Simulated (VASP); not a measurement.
# Ta2Ru in VASP: notebook

The runs below take Ta2Ru through single point, relaxation of cell and atoms, with PBE.

Everything below comes from runs of VASP 6.6.1. Logs are shortened: lines on timing, memory, paths and dates and some standing lists are left out, and cuts for length are marked.

## (1) The cell of the first run

The typed cell holds 6 atoms: a = 4.341 Å, b = 4.341 Å, c = 6.203 Å, α = 90.00°, β = 90.00°, γ = 90.00°.

## (2) Single point, PBE

The input, INCAR:

```
PREC = Accurate
ENCUT = 520
EDIFF = 1E-7
ISMEAR = 0
SIGMA = 0.1
LREAL = False
LASPH = True
NELM = 100
ALGO = Normal
ISIF = 2
LWAVE = False
LCHARG = False
GGA = PE
NBANDS = 45
```

The input, KPOINTS:

```
Automatic mesh
0
Gamma
  4 4 4
```

The input, POSCAR:

```
Ta2Ru
1.0
    4.3411336816      0.0000000000      0.0000000000
    0.0000000000      4.3411336816      0.0000000000
    0.0000000000      0.0000000000      6.2032357384
Ta Ru
4 2
Direct
    0.0000000000      0.5000000000      0.2504076753
    0.0000000000      0.5000000000      0.7504076753
    0.5000000000      0.0000000000      0.2495923247
    0.5000000000      0.0000000000      0.7495923247
    0.0000000000      0.0000000000      0.0000000000
    0.5000000000      0.5000000000      0.5000000000
```

Potentials or basis: VASP PAW PBE potentials, release 64 (Ta_pv, Ru_pv).

Launch:

```bash
$ cat potpaw_PBE.64/Ta_pv/POTCAR potpaw_PBE.64/Ru_pv/POTCAR > POTCAR
$ mpirun -np 1 vasp_std > vasp.out
```

OUTCAR:

```text
PREC = Accurate
   ENCUT = 520
   EDIFF = 1E-7
   ISMEAR = 0
   LREAL = False
   LASPH = True
   NELM = 100
   ISIF = 2
   GGA = PE

 ion  position               nearest neighbor table
   1  0.000  0.500  0.250-   6 2.67   6 2.67   5 2.67   5 2.67   3 3.07   3 3.07   3 3.07   3 3.07
                             2 3.10   2 3.10
   2  0.000  0.500  0.750-   5 2.67   5 2.67   6 2.67   6 2.67   4 3.07   4 3.07   4 3.07   4 3.07
                             1 3.10   1 3.10
   3  0.500  0.000  0.250-   5 2.67   5 2.67   6 2.67   6 2.67   1 3.07   1 3.07   1 3.07   1 3.07
                             4 3.10   4 3.10
   4  0.500  0.000  0.750-   6 2.67   6 2.67   5 2.67   5 2.67   2 3.07   2 3.07   2 3.07   2 3.07
                             3 3.10   3 3.10
   5  0.000  0.000  0.000-   3 2.67   3 2.67   2 2.67   2 2.67   4 2.67   4 2.67   1 2.67   1 2.67

   6  0.500  0.500  0.500-   1 2.67   1 2.67   4 2.67   4 2.67   2 2.67   2 2.67   3 2.67   3 2.67

  LATTYP: Found a simple tetragonal cell.
 ALAT       =     4.3411336816
 C/A-ratio  =     1.4289437261

  Lattice vectors:

 A1 = (   4.3411336816,   0.0000000000,   0.0000000000)
 A2 = (   0.0000000000,   4.3411336816,   0.0000000000)
 A3 = (   0.0000000000,   0.0000000000,   6.2032357384)

Analysis of symmetry for initial positions (statically):
=====================================================================
 Subroutine PRICEL returns:
 Original cell was already a primitive cell.

 Routine SETGRP: Setting up the symmetry group for a
 simple tetragonal supercell.

 Subroutine GETGRP returns: Found 16 space group operations
 (whereof  8 operations were pure point group operations)
 out of a pool of 16 trial point group operations.

The static configuration has the point symmetry D_2d.
 The point group associated with its full space group is D_4h.

Analysis of symmetry for dynamics (positions and initial velocities):
=====================================================================
 Subroutine PRICEL returns:
 Original cell was already a primitive cell.

 Routine SETGRP: Setting up the symmetry group for a
 simple tetragonal supercell.

 Subroutine GETGRP returns: Found 16 space group operations
 (whereof  8 operations were pure point group operations)
 out of a pool of 16 trial point group operations.

The dynamic configuration has the point symmetry D_2d.
 The point group associated with its full space group is D_4h.

 Subroutine INISYM returns: Found 16 space group operations
 (whereof  8 operations are pure point group operations),
 and found     1 'primitive' translations

----------------------------------------------------------------------------------------

                                     Primitive cell

  volume of cell :     116.9027

  direct lattice vectors                    reciprocal lattice vectors
     4.341133682  0.000000000  0.000000000     0.230354574  0.000000000  0.000000000
     0.000000000  4.341133682  0.000000000     0.000000000  0.230354574  0.000000000
     0.000000000  0.000000000  6.203235738     0.000000000  0.000000000  0.161206190

  length of vectors
     4.341133682  4.341133682  6.203235738     0.230354574  0.230354574  0.161206190

  position of ions in fractional coordinates (direct lattice)
     0.000000000  0.500000000  0.250407675
     0.000000000  0.500000000  0.750407675
     0.500000000  0.000000000  0.249592325
     0.500000000  0.000000000  0.749592325
     0.000000000  0.000000000  0.000000000
     0.500000000  0.500000000  0.500000000

  ion indices of the primitive-cell ions
   primitive index   ion index
                 1           1
                 2           2
                 3           3
                 4           4
                 5           5
                 6           6

----------------------------------------------------------------------------------------

 KPOINTS: Automatic mesh

Automatic generation of k-mesh.
 Grid dimensions read from file:
 generate k-points for:    4    4    4

 Generating k-lattice:

  Cartesian coordinates                     Fractional coordinates (reciprocal lattice)
     0.057588644  0.000000000  0.000000000     0.250000000  0.000000000  0.000000000
     0.000000000  0.057588644  0.000000000     0.000000000  0.250000000  0.000000000
     0.000000000  0.000000000  0.040301548     0.000000000  0.000000000  0.250000000

  Length of vectors
     0.057588644  0.057588644  0.040301548

  Shift w.r.t. Gamma in fractional coordinates (k-lattice)
     0.000000000  0.000000000  0.000000000

 Subroutine IBZKPT returns following result:
 ===========================================

 Found     18 irreducible k-points:

 Following reciprocal coordinates:
            Coordinates               Weight
  0.000000  0.000000  0.000000      1.000000
  0.250000  0.000000  0.000000      4.000000
  0.500000  0.000000  0.000000      2.000000
  0.250000  0.250000  0.000000      4.000000
  0.500000  0.250000  0.000000      4.000000
  0.500000  0.500000  0.000000      1.000000
[... 10 lines left out ...]
  0.500000  0.250000  0.500000      4.000000
  0.500000  0.500000  0.500000      1.000000
   k-points           NKPTS =     18   k-points in BZ     NKDIM =     18   number of bands    NBANDS=     45
   number of dos      NEDOS =    301   number of ions     NIONS =      6
   total plane-waves  NPLWV =  49152
   dimension x,y,z NGX =    32 NGY =   32 NGZ =   48
   dimension x,y,z NGXF=    64 NGYF=   64 NGZF=   96
   ions per type =               4   2
   NGX,Y,Z   is equivalent  to a cutoff of  12.25, 12.25, 12.86 a.u.
   NGXF,Y,Z  is equivalent  to a cutoff of  24.51, 24.51, 25.73 a.u.
 SYSTEM =  unknown system
   PREC   = accura    normal or accurate (medium, high low for compatibility)
   ISTART =      0    job   : 0-new  1-cont  2-samecut
   ICHARG =      2    charge: 1-file 2-atom 10-const
   ISPIN  =      1    spin polarized calculation?
   LNONCOLLINEAR =      F non collinear calculations
   LSORBIT =      F    spin-orbit coupling
   LASPH  =      T    aspherical Exc in radial PAW
   ENCUT  =  520.0 eV  38.22 Ry    6.18 a.u.   8.07  8.07 11.53*2*pi/ulx,y,z
   NELM   =    100;   NELMIN=  2; NELMDL= -5     # of ELM steps
   EDIFF  = 0.1E-06   stopping-criterion for ELM
   LREAL  =      F    real-space projection
   EDIFFG = 0.1E-05   stopping-criterion for IOM
   NSW    =      0    number of steps for IOM
   IBRION =     -1    ionic relax: 0-MD 1-quasi-New 2-CG
   NFREE  =      0    steps in history (QN), initial steepest desc. (CG)
   ISIF   =      2    stress and relaxation
   ISYM   =      2    0-nonsym 1-usesym 2-fastsym
   POTIM  = 0.5000    time-step for ionic-motion
   TEBEG  =    0.0;   TEEND  =   0.0 temperature during run
   PSTRESS=    0.0 pullay stress
   NELECT =      72.0000    total number of electrons
   NUPDOWN=      -1.0000    fix difference up-down
   EMIN   =  10.00;   EMAX   =-10.00  energy-range for DOS
   EFERMI =   0.00;   METHOD = LEGACY
   ISMEAR =     0;   SIGMA  =   0.10  broadening in eV -4-tet -1-fermi 0-gaus
   EFERMI_NEDOS =   21; number of points for ismear=-14 and -15
   IALGO  =     38    algorithm
   IMIX   =      4    mixing-type and parameters
     AMIX     =   0.40;   BMIX     =  1.00
     AMIX_MAG =   1.60;   BMIX_MAG =  1.00
  volume/ion in A,a.u.               =      19.48       131.48
  Fermi-wavevector in a.u.,A,eV,Ry     =   1.392871  2.632144 26.396509  1.940089
  Thomas-Fermi vector in A             =   2.516572
   LORBIT       =      0    0 simple, 1 ext, 2 COOP (PROOUT), +10 PAW based schemes
   GGA     = PE    functional components
   LHFCALC =     F    Hartree Fock is set to
   AEXX    =    0.0000 exact exchange contribution
   IVDW    =     0    specifies the selected vdW correction
   LEPSILON=     F    determine dielectric tensor
   LRPA    =     F    only Hartree local field effects (RPA)
 non-spin polarized calculation
 Gauss-broadening in eV      SIGMA  =   0.10
  energy-cutoff  :      520.00
  volume of cell :      116.90
 maximum number of plane-waves:      3184
   NGX = 17   NGY = 17   NGZ = 23

 number of electron      72.0000033 magnetization

 Free energy of the ion-electron system (eV)
  ---------------------------------------------------
  ext. energy  EPLUGINS =         0.00000000
  ---------------------------------------------------
  free energy    TOTEN  =       -64.62136466 eV

  energy without entropy =      -64.60744173  energy(sigma->0) =      -64.61440319

 E-fermi :   6.4053     XC(G=0): -11.9557

 val. band max:        6.3987346836   @ k =   0.2500   0.2500   0.2500
 cond. band min:       6.5164376033   @ k =   0.5000   0.5000   0.2500
 fundamental gap:      0.1177029197
 Fermi energy:         6.4052640396

 k-point     1 :       0.0000    0.0000    0.0000
  band No.  band energies     occupation
      1     -36.5303      2.00000
      2     -36.5303      2.00000
      3     -36.5271      2.00000
      4     -36.5203      2.00000
      5     -36.5203      2.00000
      6     -36.5169      2.00000
[... 37 lines left out ...]
     44       9.8671      0.00000
     45      10.0778      0.00000

 k-point     2 :       0.2500    0.0000    0.0000
  band No.  band energies     occupation
      1     -36.5294      2.00000
      2     -36.5286      2.00000
      3     -36.5268      2.00000
      4     -36.5221      2.00000
      5     -36.5215      2.00000
      6     -36.5199      2.00000
[... 37 lines left out ...]
     44       9.1730      0.00000
     45       9.1789      0.00000

 k-point     3 :       0.5000    0.0000    0.0000
  band No.  band energies     occupation
      1     -36.5294      2.00000
      2     -36.5294      2.00000
      3     -36.5248      2.00000
      4     -36.5248      2.00000
      5     -36.5213      2.00000
      6     -36.5213      2.00000
[... 709 lines left out ...]
     44       8.3653      0.00000
     45       8.5401      0.00000

 k-point    18 :       0.5000    0.5000    0.5000
  band No.  band energies     occupation
      1     -36.5370      2.00000
      2     -36.5370      2.00000
      3     -36.5207      2.00000
      4     -36.5207      2.00000
      5     -36.5207      2.00000
      6     -36.5207      2.00000
[... 37 lines left out ...]
     44       8.7680      0.00000
     45       9.1098      0.00000

------------------------ aborting loop because EDIFF is reached ----------------------------------------

  FORCE on cell =-STRESS in cart. coord.  units (eV):
  Direction    XX          YY          ZZ          XY          YZ          ZX
  --------------------------------------------------------------------------------------
  -------------------------------------------------------------------------------------
  Total        0.0683353      0.0683353      0.0344069      0.0000000      0.0000000      0.0000000
  in kB        0.9365503      0.9365503      0.4715535      0.0000000      0.0000000      0.0000000
  external PRESSURE =       0.7815513 kB  Pullay stress =       0.0000000 kB

 VOLUME and BASIS-vectors are now :
 -----------------------------------------------------------------------------
  energy-cutoff  :      520.00
  volume of cell :      116.90
      direct lattice vectors                 reciprocal lattice vectors
     4.341133682  0.000000000  0.000000000     0.230354574  0.000000000  0.000000000
     0.000000000  4.341133682  0.000000000     0.000000000  0.230354574  0.000000000
     0.000000000  0.000000000  6.203235738     0.000000000  0.000000000  0.161206190

 POSITION                                       TOTAL-FORCE (eV/Angst)
 -----------------------------------------------------------------------------------
      0.00000      2.17057      1.55334        -0.000000     -0.000000     -0.016202
      0.00000      2.17057      4.65496         0.000000     -0.000000     -0.016202
      2.17057      0.00000      1.54828        -0.000000     -0.000000      0.016202
      2.17057      0.00000      4.64990        -0.000000      0.000000      0.016202
      0.00000      0.00000      0.00000        -0.000000     -0.000000      0.000000
      2.17057      2.17057      3.10162         0.000000      0.000000      0.000000
 -----------------------------------------------------------------------------------
    total drift:                                0.000000      0.000000     -0.000000

  FREE ENERGIE OF THE ION-ELECTRON SYSTEM (eV)
  ---------------------------------------------------
  free  energy   TOTEN  =       -64.6213646596 eV

  energy  without entropy=      -64.6074417290  energy(sigma->0) =      -64.61440319
```

Wall time 77 s (1 thread of Intel Xeon Platinum 8124M at 3.00GHz (Skylake/Cascade Lake), shared host); peak memory 0.25 GiB.

Results:

```yaml
Free_energy: -64.6214 eV
Pressure: 0.1 GPa
Largest_force: 0.016 eV/Å
Band_gap_on_the_k_mesh: zero (bands 36 and 37 overlap by 1.34 eV)
```

Forces in eV/Å, atoms in the order of the input:
```
Ta   0.000  0.000 -0.016
Ta   0.000  0.000 -0.016
Ta   0.000  0.000  0.016
Ta   0.000  0.000  0.016
Ru   0.000  0.000  0.000
Ru   0.000  0.000  0.000
```

Levels at points of the mesh, in eV from the Fermi level:
```tsv
k point	band 34	band 35	band 36	band 37	band 38	band 39
(0.00, 0.00, 0.00)	-2.01	-1.83	0.98	0.98	1.29	1.37
(0.50, 0.00, 0.00)	-1.33	-0.85	-0.85	0.35	0.35	0.75
(0.50, 0.50, 0.00)	-1.78	0.82	0.82	0.94	0.94	1.50
(0.00, 0.00, 0.50)	-0.52	-0.52	-0.52	0.25	0.25	1.78
(0.50, 0.00, 0.50)	-0.77	-0.73	-0.73	0.72	0.72	0.80
(0.50, 0.50, 0.50)	-1.48	-0.36	-0.36	-0.36	-0.36	0.76
```

Caveat: the k points lie up to 0.36 Å⁻¹ apart, too coarse for converged energies and pressures of a metal; spin-orbit coupling is left out, which moves the levels of the heavy elements.

## (3) Single point, PBE

This run uses another cell than the first one: it holds 3 atoms, not 6.

The input, INCAR:

```
  PREC = Accurate
  ENCUT = 520
  EDIFF = 1E-7
  ISMEAR = 0
  SIGMA = 0.1
  LREAL = False
  LASPH = True
  NELM = 80
  ALGO = Fast
  ISIF = 2
  LWAVE = False
  LCHARG = True
  GGA = PE
  LELF = True
  LVHAR = True
  NBANDS = 25
```

The input, KPOINTS:

```
Automatic mesh
0
Gamma
  14 14 14
```

The input, POSCAR:

```
Ta2Ru
1.0
    0.0000000000      3.0822173972      3.0822173972
    3.0822173972      0.0000000000      3.0822173972
    3.0822173972      3.0822173972      0.0000000000
Ta Ru
2 1
Direct
    0.2500000000      0.2500000000      0.2500000000
    0.7500000000      0.7500000000      0.7500000000
    0.0000000000      0.0000000000      0.0000000000
```

Potentials or basis: VASP PAW PBE potentials, release 64 (Ta_pv, Ru_pv).

Launch:

```bash
$ cat potpaw_PBE.64/Ta_pv/POTCAR potpaw_PBE.64/Ru_pv/POTCAR > POTCAR
$ mpirun -np 1 vasp_std > vasp.out
```

Wall time 1.7 min (1 thread of AMD EPYC 9R45 (Zen 5), shared host); peak memory 0.25 GiB.

It converged, with:

```
Free energy            : -32.2816 eV
Pressure               : 0.0 GPa
Band gap on the k mesh : zero (bands 18 and 19 overlap by 1.22 eV)
```

Levels at points of the mesh, in eV from the Fermi level:
```
           k point  band 14  band 15  band 16  band 17  band 18  band 19  band 20  band 21  band 22  band 23
(0.00, 0.00, 0.00)    -2.86    -2.86    -2.26    -2.26    -2.26     1.24     1.24     3.79     3.79     3.79
(0.50, 0.00, 0.00)    -3.33    -3.33    -3.31    -0.84    -0.84     0.62     0.71     0.71     1.79     1.79
(0.50, 0.50, 0.00)    -3.27    -2.78    -2.09    -1.88     0.82     0.82     1.45     1.46     2.04     2.04
```

Caveat: spin-orbit coupling is left out, which moves the levels of the heavy elements.

(Continued in part 2 of 2.)
